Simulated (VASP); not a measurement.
# TiSi16 (a cell with a defect) in VASP: single point with LDA

Aim: the single point of TiSi16 (a cell with a defect) with LDA.

Program: VASP 6.6.1. These are calculated values, not measurements. Logs are shortened: lines on timing, memory, paths and dates and some standing lists are left out, and cuts for length are marked.

## 1. The cell of the first run

The cell holds a defect, 17 atoms: a = 7.679 Å, b = 7.679 Å, c = 7.679 Å, α = 60.00°, β = 60.00°, γ = 60.00°.

## 2. Single point, LDA

File INCAR:

```
ALGO = Normal
EDIFF = 1E-6
ENCUT = 520
GGA = CA
ISIF = 2
ISMEAR = -1
LASPH = T
LCHARG = F
LREAL = Auto
LWAVE = F
NBANDS = 52
NELM = 100
PREC = Accurate
SIGMA = 0.02
```

File KPOINTS:

```
k-points
0
Gamma
  2 2 2
```

File POSCAR:

```
TiSi16
1.0
    0.0000000000      5.4300000000      5.4300000000
    5.4300000000      0.0000000000      5.4300000000
    5.4300000000      5.4300000000      0.0000000000
Si Ti
16 1
Direct
    0.0123244936      0.0129942910     -0.0240359116
    0.1271129834      0.1278592081      0.1169232965
   -0.0169270718     -0.0160309392      0.4870992634
    0.1070408840      0.1079340700      0.6159609576
    0.0141651013      0.5013411602      0.0004076427
    0.1557720994      0.6154743094      0.1160851750
    0.0093440147      0.4696587477      0.5133057090
    0.1248880295      0.6121342541      0.6269368324
    0.5005819521      0.0147552486      0.0003670350
    0.6147700737      0.1563183241      0.1159829650
    0.4688563536      0.0098771639      0.5132366483
    0.6111848987      0.1255988950      0.6269066298
    0.5172596685      0.5177331492      0.0152302026
    0.6425202578      0.6431707182      0.1408791897
    0.4983970534      0.4991149171      0.5109383057
    0.6111140884      0.6116739411      0.6557170350
    0.8111678637      0.8118021179      0.3145505525
```

Potentials or basis: VASP PAW LDA potentials, release 64 (Si, Ti_sv).

Started as:

```bash
$ cat potpaw_LDA.64/Si/POTCAR potpaw_LDA.64/Ti_sv/POTCAR > POTCAR
$ mpirun -np 1 vasp_std > vasp.out
```

OUTCAR:

```text
EDIFF = 1E-6
   ENCUT = 520
   GGA = CA
   ISIF = 2
   ISMEAR = -1
   LASPH = T
   LREAL = Auto
   NELM = 100
   PREC = Accurate

 ion  position               nearest neighbor table
   1  0.012  0.013  0.976-   4 2.28   2 2.33  17 2.43   6 2.50  10 2.50
   2  0.127  0.128  0.117-   1 2.33   3 2.34   9 2.35   5 2.35
   3  0.983  0.984  0.487-   2 2.34   8 2.34  12 2.34   4 2.36
   4  0.107  0.108  0.616-   1 2.28   7 2.28  11 2.28   3 2.36
   5  0.014  0.501  0.000-   6 2.33  14 2.34   2 2.35   8 2.35
   6  0.156  0.615  0.116-  13 2.28   5 2.33  17 2.42   1 2.50   7 2.50
   7  0.009  0.470  0.513-   4 2.28   8 2.33  17 2.42   6 2.50  16 2.50
   8  0.125  0.612  0.627-   7 2.33   3 2.34  15 2.35   5 2.35
   9  0.501  0.015  0.000-  10 2.33  14 2.34   2 2.35  12 2.35
  10  0.615  0.156  0.116-  13 2.28   9 2.33  17 2.42   1 2.50  11 2.50
  11  0.469  0.010  0.513-   4 2.28  12 2.33  17 2.42  10 2.50  16 2.50
  12  0.611  0.126  0.627-  11 2.33   3 2.34  15 2.35   9 2.35
  13  0.517  0.518  0.015-  16 2.28  10 2.28   6 2.28  14 2.36
  14  0.643  0.643  0.141-  15 2.34   9 2.34   5 2.34  13 2.36
  15  0.498  0.499  0.511-  16 2.32  14 2.34   8 2.35  12 2.35
  16  0.611  0.612  0.656-  13 2.28  15 2.32  17 2.43  11 2.50   7 2.50
  17  0.811  0.812  0.315-   7 2.42  11 2.42   6 2.42  10 2.42   1 2.43  16 2.43

  LATTYP: Found a face centered cubic cell.
 ALAT       =    10.8600000000

  Lattice vectors:

 A1 = (   0.0000000000,   5.4300000000,   5.4300000000)
 A2 = (   5.4300000000,   0.0000000000,   5.4300000000)
 A3 = (   5.4300000000,   5.4300000000,   0.0000000000)

Analysis of symmetry for initial positions (statically):
=====================================================================
 Subroutine PRICEL returns:
 Original cell was already a primitive cell.

 Routine SETGRP: Setting up the symmetry group for a
 face centered cubic supercell.

 Subroutine GETGRP returns: Found  1 space group operations
 (whereof  1 operations were pure point group operations)
 out of a pool of 48 trial point group operations.

The static configuration has the point symmetry C_1 .

Analysis of symmetry for dynamics (positions and initial velocities):
=====================================================================
 Subroutine PRICEL returns:
 Original cell was already a primitive cell.

 Routine SETGRP: Setting up the symmetry group for a
 face centered cubic supercell.

 Subroutine GETGRP returns: Found  1 space group operations
 (whereof  1 operations were pure point group operations)
 out of a pool of 48 trial point group operations.

The dynamic configuration has the point symmetry C_1 .

 Subroutine INISYM returns: Found  1 space group operations
 (whereof  1 operations are pure point group operations),
 and found     1 'primitive' translations

----------------------------------------------------------------------------------------

                                     Primitive cell

  volume of cell :     320.2060

  direct lattice vectors                    reciprocal lattice vectors
     0.000000000  5.430000000  5.430000000    -0.092081031  0.092081031  0.092081031
     5.430000000  0.000000000  5.430000000     0.092081031 -0.092081031  0.092081031
     5.430000000  5.430000000  0.000000000     0.092081031  0.092081031 -0.092081031

  length of vectors
     7.679179644  7.679179644  7.679179644     0.159489025  0.159489025  0.159489025

  position of ions in fractional coordinates (direct lattice)
     0.012324494  0.012994291  0.975964088
     0.127112983  0.127859208  0.116923296
     0.983072928  0.983969061  0.487099263
     0.107040884  0.107934070  0.615960958
     0.014165101  0.501341160  0.000407643
     0.155772099  0.615474309  0.116085175
[... 9 lines left out ...]
     0.611114088  0.611673941  0.655717035
     0.811167864  0.811802118  0.314550553

  ion indices of the primitive-cell ions
   primitive index   ion index
                 1           1
                 2           2
                 3           3
                 4           4
                 5           5
                 6           6
[... 9 lines left out ...]
                16          16
                17          17

----------------------------------------------------------------------------------------

 KPOINTS: k-points

Automatic generation of k-mesh.
 Grid dimensions read from file:
 generate k-points for:    2    2    2

 Generating k-lattice:

  Cartesian coordinates                     Fractional coordinates (reciprocal lattice)
    -0.046040516  0.046040516  0.046040516     0.500000000  0.000000000  0.000000000
     0.046040516 -0.046040516  0.046040516     0.000000000  0.500000000  0.000000000
     0.046040516  0.046040516 -0.046040516     0.000000000  0.000000000  0.500000000

  Length of vectors
     0.079744512  0.079744512  0.079744512

  Shift w.r.t. Gamma in fractional coordinates (k-lattice)
     0.000000000  0.000000000  0.000000000

 Subroutine IBZKPT returns following result:
 ===========================================

 Found      8 irreducible k-points:

 Following reciprocal coordinates:
            Coordinates               Weight
  0.000000  0.000000  0.000000      1.000000
  0.500000  0.000000  0.000000      1.000000
  0.000000  0.500000  0.000000      1.000000
  0.000000  0.000000  0.500000      1.000000
  0.500000  0.500000  0.500000      1.000000
  0.500000  0.500000  0.000000      1.000000
  0.000000  0.500000  0.500000      1.000000
  0.500000  0.000000  0.500000      1.000000
   k-points           NKPTS =      8   k-points in BZ     NKDIM =      8   number of bands    NBANDS=     52
   number of dos      NEDOS =    301   number of ions     NIONS =     17
   total plane-waves  NPLWV = 216000
   dimension x,y,z NGX =    60 NGY =   60 NGZ =   60
   dimension x,y,z NGXF=   120 NGYF=  120 NGZF=  120
   ions per type =              16   1
   NGX,Y,Z   is equivalent  to a cutoff of  12.99, 12.99, 12.99 a.u.
   NGXF,Y,Z  is equivalent  to a cutoff of  25.98, 25.98, 25.98 a.u.
 SYSTEM =  unknown system
   PREC   = accura    normal or accurate (medium, high low for compatibility)
   ISTART =      0    job   : 0-new  1-cont  2-samecut
   ICHARG =      2    charge: 1-file 2-atom 10-const
   ISPIN  =      1    spin polarized calculation?
   LNONCOLLINEAR =      F non collinear calculations
   LSORBIT =      F    spin-orbit coupling
   LASPH  =      T    aspherical Exc in radial PAW
   ENCUT  =  520.0 eV  38.22 Ry    6.18 a.u.  14.28 14.28 14.28*2*pi/ulx,y,z
   NELM   =    100;   NELMIN=  2; NELMDL= -5     # of ELM steps
   EDIFF  = 0.1E-05   stopping-criterion for ELM
   LREAL  =      T    real-space projection
   EDIFFG = 0.1E-04   stopping-criterion for IOM
   NSW    =      0    number of steps for IOM
   IBRION =     -1    ionic relax: 0-MD 1-quasi-New 2-CG
   NFREE  =      0    steps in history (QN), initial steepest desc. (CG)
   ISIF   =      2    stress and relaxation
   ISYM   =      2    0-nonsym 1-usesym 2-fastsym
   POTIM  = 0.5000    time-step for ionic-motion
   TEBEG  =    0.0;   TEEND  =   0.0 temperature during run
   PSTRESS=    0.0 pullay stress
   NELECT =      76.0000    total number of electrons
   NUPDOWN=      -1.0000    fix difference up-down
   EMIN   =  10.00;   EMAX   =-10.00  energy-range for DOS
   EFERMI =   0.00;   METHOD = LEGACY
   ISMEAR =    -1;   SIGMA  =   0.02  broadening in eV -4-tet -1-fermi 0-gaus
   EFERMI_NEDOS =   21; number of points for ismear=-14 and -15
   IALGO  =     38    algorithm
   IMIX   =      4    mixing-type and parameters
     AMIX     =   0.40;   BMIX     =  1.00
     AMIX_MAG =   1.60;   BMIX_MAG =  1.00
  volume/ion in A,a.u.               =      18.84       127.11
  Fermi-wavevector in a.u.,A,eV,Ry     =   1.013607  1.915439 13.978610  1.027399
  Thomas-Fermi vector in A             =   2.146786
   LORBIT       =      0    0 simple, 1 ext, 2 COOP (PROOUT), +10 PAW based schemes
   GGA     = CA    functional components
   LHFCALC =     F    Hartree Fock is set to
   AEXX    =    0.0000 exact exchange contribution
   IVDW    =     0    specifies the selected vdW correction
   LEPSILON=     F    determine dielectric tensor
   LRPA    =     F    only Hartree local field effects (RPA)
 non-spin polarized calculation
  energy-cutoff  :      520.00
  volume of cell :      320.21
 maximum number of plane-waves:      8646
 NGX is ok and might be reduce to    60
   NGX = 29   NGY = 29   NGZ = 29

 number of electron      76.0000001 magnetization

 Free energy of the ion-electron system (eV)
  ---------------------------------------------------
  ext. energy  EPLUGINS =         0.00000000
  ---------------------------------------------------
  free energy    TOTEN  =      -100.29951775 eV

  energy without entropy =     -100.27875617  energy(sigma->0) =     -100.28913696

 E-fermi :   6.7556     XC(G=0):  -9.9307

 val. band max:        6.7176257416   @ k =   0.0000   0.0000   0.0000
 cond. band min:       6.7607137000   @ k =   0.0000   0.5000   0.5000
 fundamental gap:      0.0430879584
 Fermi energy:         6.7556408031

 k-point     1 :       0.0000    0.0000    0.0000
  band No.  band energies     occupation
      1     -49.3412      2.00000
      2     -26.1822      2.00000
      3     -26.0688      2.00000
      4     -26.0472      2.00000
      5      -5.7067      2.00000
      6      -3.4741      2.00000
[... 42 lines left out ...]
     49       8.3680      0.00000
     50       8.8250      0.00000

 k-point     2 :       0.5000    0.0000    0.0000
  band No.  band energies     occupation
      1     -49.3412      2.00000
      2     -26.1822      2.00000
      3     -26.0688      2.00000
      4     -26.0472      2.00000
      5      -4.9040      2.00000
      6      -4.8772      2.00000
[... 310 lines left out ...]
 k-point     8 :       0.5000    0.0000    0.5000
  band No.  band energies     occupation
      1     -49.3412      2.00000
      2     -26.1822      2.00000
      3     -26.0688      2.00000
      4     -26.0472      2.00000
      5      -4.6162      2.00000
      6      -4.6085      2.00000
[... 42 lines left out ...]
     49       9.8495      0.00000
     50      10.3554      0.00000
 [bands above 50 left out]

------------------------ aborting loop because EDIFF is reached ----------------------------------------

  FORCE on cell =-STRESS in cart. coord.  units (eV):
  Direction    XX          YY          ZZ          XY          YZ          ZX
  --------------------------------------------------------------------------------------
  -------------------------------------------------------------------------------------
  Total        4.2574062      4.2518826      3.8579665     -1.6251595     -1.9575720     -1.9457253
  in kB       21.3022850     21.2746469     19.3036549     -8.1316205     -9.7948740     -9.7355979
  external PRESSURE =      20.6268623 kB  Pullay stress =       0.0000000 kB

 VOLUME and BASIS-vectors are now :
 -----------------------------------------------------------------------------
  energy-cutoff  :      520.00
  volume of cell :      320.21
      direct lattice vectors                 reciprocal lattice vectors
     0.000000000  5.430000000  5.430000000    -0.092081031  0.092081031  0.092081031
     5.430000000  0.000000000  5.430000000     0.092081031 -0.092081031  0.092081031
     5.430000000  5.430000000  0.000000000     0.092081031  0.092081031 -0.092081031

 POSITION                                       TOTAL-FORCE (eV/Angst)
 -----------------------------------------------------------------------------------
      5.37004      5.36641      0.13748        -0.017514     -0.018666      0.023963
      1.32917      1.32512      1.38450         0.008116      0.009290     -0.008293
      7.98790      7.98304     10.68104         0.009228      0.009345      0.000434
      3.93075      3.92590      1.16731        -0.011945     -0.010591     -0.000340
      2.72450      0.07913      2.79920        -0.004099      0.003180      0.005037
      3.97237      1.47618      4.18787         0.003596      0.011569      0.009558
[... 9 lines left out ...]
      6.88193      6.87889      6.63974         0.008198      0.007110      0.033625
      6.11610      6.11265      8.81273        -0.048317     -0.048007     -0.046580
 -----------------------------------------------------------------------------------
    total drift:                               -0.004079      0.001372      0.001375

  FREE ENERGIE OF THE ION-ELECTRON SYSTEM (eV)
  ---------------------------------------------------
  free  energy   TOTEN  =      -100.2995177459 eV

  energy  without entropy=     -100.2787561665  energy(sigma->0) =     -100.28913696
```

Wall time 3.3 min (1 thread of AMD EPYC 9R45 (Zen 5), shared host); peak memory 0.35 GiB.

What came out:

```yaml
Free_energy: -100.2995 eV
Pressure: 2.1 GPa
Largest_force: 0.083 eV/Å
Band_gap_on_the_k_mesh: zero (band 38 reaches 6.80 eV, above the bottom of band 39 at 6.57 eV)
```

Forces on the atoms (eV/Å):
```
Si  -0.018 -0.019  0.024
Si   0.008  0.009 -0.008
Si   0.009  0.009  0.000
Si  -0.012 -0.011  0.000
Si  -0.004  0.003  0.005
Si   0.004  0.012  0.010
Si  -0.001  0.022 -0.010
Si   0.013 -0.008  0.004
Si   0.002 -0.005  0.004
Si   0.012  0.005  0.008
Si   0.023 -0.002 -0.009
Si  -0.008  0.013  0.004
Si   0.001 -0.001 -0.012
Si   0.008  0.009  0.008
Si   0.002  0.003 -0.015
Si   0.008  0.007  0.034
Ti  -0.048 -0.048 -0.047
```

Caveat: the k points lie up to 0.50 Å⁻¹ apart.
